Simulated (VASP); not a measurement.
# Ge (I4/mmm) in VASP: further runs

The runs below take Ge through single point, with HSE06.

Program: VASP 6.6.1. These are calculated values, not measurements. Logs are shortened: lines on timing, memory, paths and dates and some standing lists are left out, and cuts for length are marked.

**1. The cell of the first run**

It takes space group I4/mmm (No. 139, tetragonal). Conventional cell: a = 3.217 Å, b = 3.217 Å, c = 3.746 Å, α = 90.00°, β = 90.00°, γ = 90.00°. Ge (site symmetry 4/mmm) has 14 Ge at 2.95 to 3.75 Å within 3.9 Å.

**2. Single point, HSE06**

Input file POSCAR:

```
Ge
1.0
   -1.6084200000      1.6084200000      1.8731800000
    1.6084200000     -1.6084200000      1.8731800000
    1.6084200000      1.6084200000     -1.8731800000
Ge
1
Direct
    0.5000000000      0.5000000000      0.0000000000
```

Input file INCAR.step1:

```
SYSTEM = Ge
ALGO = Normal
EDIFF = 1E-5
ENCUT = 520
GGA = PE
ISIF = 2
ISMEAR = -1
LASPH = .True.
LCHARG = .False.
LREAL = .False.
LWAVE = .True.
NBANDS = 13
NELM = 100
PREC = Accurate
SIGMA = 0.05
```

Input file INCAR.step2:

```
SYSTEM = Ge
ALGO = Normal
EDIFF = 1E-6
ENCUT = 520
GGA = PE
HFSCREEN = 0.2079
ISIF = 2
ISMEAR = -1
ISTART = 1
LASPH = .True.
LCHARG = .False.
LHFCALC = .True.
LREAL = .False.
LWAVE = .False.
NBANDS = 13
NELM = 100
PREC = Accurate
PRECFOCK = Normal
SIGMA = 0.05
```

Input file KPOINTS:

```
k-points
0
Gamma
  7 7 7
  0 0 0
```

Potentials or basis: VASP PAW PBE potentials, release 64 (Ge_d).

The run is started by

```sh
cat potpaw_PBE.64/Ge_d/POTCAR > POTCAR
cp INCAR.step1 INCAR
mpirun -np 1 vasp_std > vasp.out
cp INCAR.step2 INCAR
mpirun -np 1 vasp_std > vasp.out
```

OUTCAR:

```text
SYSTEM = Ge
   EDIFF = 1E-6
   ENCUT = 520
   GGA = PE
   HFSCREEN = 0.2079
   ISIF = 2
   ISMEAR = -1
   ISTART = 1
   LASPH = .True.
   LHFCALC = .True.
   LREAL = .False.
   NELM = 100
   PREC = Accurate
   PRECFOCK = Normal

 ion  position               nearest neighbor table
   1  0.500  0.500  0.000-

  LATTYP: Found a body centered tetragonal cell.
 ALAT       =     3.2168400000
 C/A-ratio  =     1.1646087465

  Lattice vectors:

 A1 = (  -1.6084200000,   1.6084200000,   1.8731800000)
 A2 = (   1.6084200000,  -1.6084200000,   1.8731800000)
 A3 = (   1.6084200000,   1.6084200000,  -1.8731800000)

Analysis of symmetry for initial positions (statically):
=====================================================================
 Subroutine PRICEL returns:
 Original cell was already a primitive cell.

 Routine SETGRP: Setting up the symmetry group for a
 body centered tetragonal supercell.

 Subroutine GETGRP returns: Found 16 space group operations
 (whereof 16 operations were pure point group operations)
 out of a pool of 16 trial point group operations.

The static configuration has the point symmetry D_4h.

Analysis of symmetry for dynamics (positions and initial velocities):
=====================================================================
 Subroutine PRICEL returns:
 Original cell was already a primitive cell.

 Routine SETGRP: Setting up the symmetry group for a
 body centered tetragonal supercell.

 Subroutine GETGRP returns: Found 16 space group operations
 (whereof 16 operations were pure point group operations)
 out of a pool of 16 trial point group operations.

The dynamic configuration has the point symmetry D_4h.

 Subroutine INISYM returns: Found 16 space group operations
 (whereof 16 operations are pure point group operations),
 and found     1 'primitive' translations

----------------------------------------------------------------------------------------

                                     Primitive cell

  volume of cell :      19.3838

  direct lattice vectors                    reciprocal lattice vectors
    -1.608420000  1.608420000  1.873180000     0.000000000  0.310864078  0.266925763
     1.608420000 -1.608420000  1.873180000     0.310864078  0.000000000  0.266925763
     1.608420000  1.608420000 -1.873180000     0.310864078  0.310864078  0.000000000

  length of vectors
     2.946664743  2.946664743  2.946664743     0.409738743  0.409738743  0.439628195

  position of ions in fractional coordinates (direct lattice)
     0.500000000  0.500000000  0.000000000

  ion indices of the primitive-cell ions
   primitive index   ion index
                 1           1

----------------------------------------------------------------------------------------

 KPOINTS: k-points

Automatic generation of k-mesh.
 Grid dimensions read from file:
 generate k-points for:    7    7    7

 Generating k-lattice:

  Cartesian coordinates                     Fractional coordinates (reciprocal lattice)
     0.000000000  0.044409154  0.038132252     0.142857143  0.000000000  0.000000000
     0.044409154  0.000000000  0.038132252     0.000000000  0.142857143  0.000000000
     0.044409154  0.044409154  0.000000000     0.000000000  0.000000000  0.142857143

  Length of vectors
     0.058534106  0.058534106  0.062804028

  Shift w.r.t. Gamma in fractional coordinates (k-lattice)
     0.000000000  0.000000000  0.000000000

 Subroutine IBZKPT returns following result:
 ===========================================

 Found     40 irreducible k-points:

 Following reciprocal coordinates:
            Coordinates               Weight
  0.000000  0.000000  0.000000      1.000000
  0.142857  0.000000  0.000000      8.000000
  0.285714 -0.000000  0.000000      8.000000
  0.428571 -0.000000  0.000000      8.000000
  0.142857  0.142857  0.000000      8.000000
  0.285714  0.142857  0.000000     16.000000
[... 16 lines left out ...]
 -0.142857  0.285714  0.142857      8.000000
 -0.428571  0.428571  0.142857      8.000000
 [... further k-points ...]
   k-points           NKPTS =     40   k-points in BZ     NKDIM =    343   number of bands    NBANDS=     13
   number of dos      NEDOS =    301   number of ions     NIONS =      1
   total plane-waves  NPLWV =  13824
   dimension x,y,z NGX =    24 NGY =   24 NGZ =   24
   dimension x,y,z NGXF=    48 NGYF=   48 NGZF=   48
   ions per type =               1
   NGX,Y,Z   is equivalent  to a cutoff of  13.54, 13.54, 13.54 a.u.
   NGXF,Y,Z  is equivalent  to a cutoff of  27.08, 27.08, 27.08 a.u.
 SYSTEM =  Ge
   PREC   = accura    normal or accurate (medium, high low for compatibility)
   ISTART =      1    job   : 0-new  1-cont  2-samecut
   ICHARG =      0    charge: 1-file 2-atom 10-const
   ISPIN  =      1    spin polarized calculation?
   LNONCOLLINEAR =      F non collinear calculations
   LSORBIT =      F    spin-orbit coupling
   LASPH  =      T    aspherical Exc in radial PAW
   ENCUT  =  520.0 eV  38.22 Ry    6.18 a.u.   5.48  5.48  5.48*2*pi/ulx,y,z
   NELM   =    100;   NELMIN=  2; NELMDL=  0     # of ELM steps
   EDIFF  = 0.1E-05   stopping-criterion for ELM
   LREAL  =      F    real-space projection
   EDIFFG = 0.1E-04   stopping-criterion for IOM
   NSW    =      0    number of steps for IOM
   IBRION =     -1    ionic relax: 0-MD 1-quasi-New 2-CG
   NFREE  =      0    steps in history (QN), initial steepest desc. (CG)
   ISIF   =      2    stress and relaxation
   ISYM   =      3    0-nonsym 1-usesym 2-fastsym
   POTIM  = 0.5000    time-step for ionic-motion
   TEBEG  =    0.0;   TEEND  =   0.0 temperature during run
   PSTRESS=    0.0 pullay stress
   NELECT =      14.0000    total number of electrons
   NUPDOWN=      -1.0000    fix difference up-down
   EMIN   =  10.00;   EMAX   =-10.00  energy-range for DOS
   EFERMI =   0.00;   METHOD = LEGACY
   ISMEAR =    -1;   SIGMA  =   0.05  broadening in eV -4-tet -1-fermi 0-gaus
   EFERMI_NEDOS =   21; number of points for ismear=-14 and -15
   IALGO  =     38    algorithm
   IMIX   =      1    mixing-type and parameters
     AMIX     =   0.40;   BMIX     =  1.00
     AMIX_MAG =   1.60;   BMIX_MAG =  1.00
  volume/ion in A,a.u.               =      19.38       130.81
  Fermi-wavevector in a.u.,A,eV,Ry     =   1.468829  2.775685 29.354024  2.157460
  Thomas-Fermi vector in A             =   2.584280
   LORBIT       =      0    0 simple, 1 ext, 2 COOP (PROOUT), +10 PAW based schemes
   GGA     = PE    functional components
   LHFCALC =     T    Hartree Fock is set to
   PRECFOCK=normal    Normal, Fast or Accurate (Low or Medium for compatibility)
   ENCUT4O =  -1.0   cutoff for four orbital integrals eV
   NKREDX  =     1    reduce k-point grid by
   NKREDY  =     1    reduce k-point grid by
   NKREDZ  =     1    reduce k-point grid by
   AEXX    =    0.2500 exact exchange contribution
   HFSCREEN=    0.2079 screening length (either q_TF or 0.3 A-1)
   HFSCREENC=   0.2079 screening length for correlation (either q_TF or 0.3 A-1)
   ENCUTFOCK=  -1.0 apply spherical cutoff to Coloumb kernel
   IVDW    =     0    specifies the selected vdW correction
   LEPSILON=     F    determine dielectric tensor
   LRPA    =     F    only Hartree local field effects (RPA)
 non-spin polarized calculation
  energy-cutoff  :      520.00
  volume of cell :       19.38
 maximum number of plane-waves:       536
 NGX is ok and might be reduce to    24
  NGX = 18; NGY = 18; NGZ = 18

 number of electron      13.9999999 magnetization

 Free energy of the ion-electron system (eV)
  ---------------------------------------------------
  ext. energy  EPLUGINS =         0.00000000
  ---------------------------------------------------
  free energy    TOTEN  =        -4.87879969 eV

  energy without entropy =       -4.87461901  energy(sigma->0) =       -4.87670935

 E-fermi :   6.7019     XC(G=0):  -9.1813

 val. band max:        6.6088778907   @ k =   0.2857  -0.0000   0.0000
 cond. band min:       6.7219409945   @ k =   0.1429   0.1429   0.1429
 fundamental gap:      0.1130631038
 Fermi energy:         6.7019020661

 k-point     1 :       0.0000    0.0000    0.0000
  band No.  band energies     occupation
      1     -21.7058      2.00000
      2     -21.7058      2.00000
      3     -21.6888      2.00000
      4     -21.6565      2.00000
      5     -21.6155      2.00000
      6      -8.0800      2.00000
      7      16.0778      0.00000
      8      16.4197      0.00000
      9      16.4197      0.00000
     10      21.2505      0.00000
     11      21.2506      0.00000
     12      22.6481      0.00000
     13      22.8647      0.00000

 k-point     2 :       0.1429    0.0000    0.0000
  band No.  band energies     occupation
      1     -21.7027      2.00000
      2     -21.6992      2.00000
      3     -21.6762      2.00000
      4     -21.6572      2.00000
      5     -21.6196      2.00000
      6      -7.5165      2.00000
      7      12.3319      0.00000
      8      15.1185      0.00000
      9      15.8803      0.00000
     10      19.9929      0.00000
     11      21.0804      0.00000
     12      22.6296      0.00000
     13      23.3568      0.00000

 k-point     3 :       0.2857   -0.0000    0.0000
  band No.  band energies     occupation
      1     -21.7109      2.00000
      2     -21.6928      2.00000
      3     -21.6551      2.00000
      4     -21.6325      2.00000
      5     -21.6248      2.00000
      6      -5.8298      2.00000
      7       6.6089      1.73071
      8      13.3939      0.00000
      9      15.1994      0.00000
     10      18.6371      0.00000
     11      19.1356      0.00000
     12      21.9359      0.00000
     13      25.4026      0.00000
[... 305 lines left out ...]
 k-point    23 :      -0.1429    0.2857    0.1429
  band No.  band energies     occupation
      1     -21.6920      2.00000
      2     -21.6829      2.00000
      3     -21.6611      2.00000
      4     -21.6361      2.00000
      5     -21.6266      2.00000
      6      -4.9303      2.00000
      7       6.2867      1.99950
      8      11.9809      0.00000
      9      12.3979      0.00000
     10      16.8730      0.00000
     11      20.6492      0.00000
     12      21.2912      0.00000
     13      26.4632      0.00000

 k-point    24 :      -0.4286    0.4286    0.1429
  band No.  band energies     occupation
      1     -21.7139      2.00000
      2     -21.6947      2.00000
      3     -21.6495      2.00000
      4     -21.6229      2.00000
      5     -21.5853      2.00000
      6      -1.7012      2.00000
      7       3.2847      2.00000
      8       8.0529      0.00000
      9       9.6373      0.00000
     10      18.0937      0.00000
     11      18.3746      0.00000
     12      22.8963      0.00000
     13      26.6116      0.00000

 [... further k-points ...]

------------------------ aborting loop because EDIFF is reached ----------------------------------------

  FORCE on cell =-STRESS in cart. coord.  units (eV):
  Direction    XX          YY          ZZ          XY          YZ          ZX
  --------------------------------------------------------------------------------------
  -------------------------------------------------------------------------------------
  Total        0.0438911      0.0438911     -0.5064772      0.0000000     -0.0000000      0.0000000
  in kB        3.6278466      3.6278466    -41.8631612      0.0000000     -0.0000000      0.0000000
  external PRESSURE =     -11.5358226 kB  Pullay stress =       0.0000000 kB

 VOLUME and BASIS-vectors are now :
 -----------------------------------------------------------------------------
  energy-cutoff  :      520.00
  volume of cell :       19.38
      direct lattice vectors                 reciprocal lattice vectors
    -1.608420000  1.608420000  1.873180000     0.000000000  0.310864078  0.266925763
     1.608420000 -1.608420000  1.873180000     0.310864078  0.000000000  0.266925763
     1.608420000  1.608420000 -1.873180000     0.310864078  0.310864078  0.000000000

 POSITION                                       TOTAL-FORCE (eV/Angst)
 -----------------------------------------------------------------------------------
      0.00000      0.00000      1.87318         0.000000     -0.000000      0.000000
 -----------------------------------------------------------------------------------
    total drift:                               -0.000077     -0.000109     -0.000068

  FREE ENERGIE OF THE ION-ELECTRON SYSTEM (eV)
  ---------------------------------------------------
  free  energy   TOTEN  =        -4.8787996944 eV

  energy  without entropy=       -4.8746190059  energy(sigma->0) =       -4.87670935
```

Run time: 54 min. Hardware: 1 thread of Intel Xeon Platinum 8259CL at 2.50GHz (Skylake/Cascade Lake), shared host; peak memory 0.25 GiB.

What came out:

| Property | Result |
| --- | --- |
| Free energy | -4.8788 eV |
| Pressure | -1.2 GPa |
| Band gap on the k mesh | zero (bands 7 and 8 overlap by 12.28 eV) |

Levels at points of the mesh, in eV from the Fermi level:
```tsv
k point	band 4	band 5	band 6	band 7	band 8	band 9	band 10	band 11
(0.00, 0.00, 0.00)	-28.36	-28.32	-14.78	9.38	9.72	9.72	14.55	14.55
```

Caveat: the k points lie up to 0.37 Å⁻¹ apart, too coarse for converged energies and pressures of a metal; the PAW data sets were made with another functional, which shifts forces and pressure a little.

[end of part 1 of 2]

The gap in the log of VASP goes by the Fermi energy; the results here count the filled bands.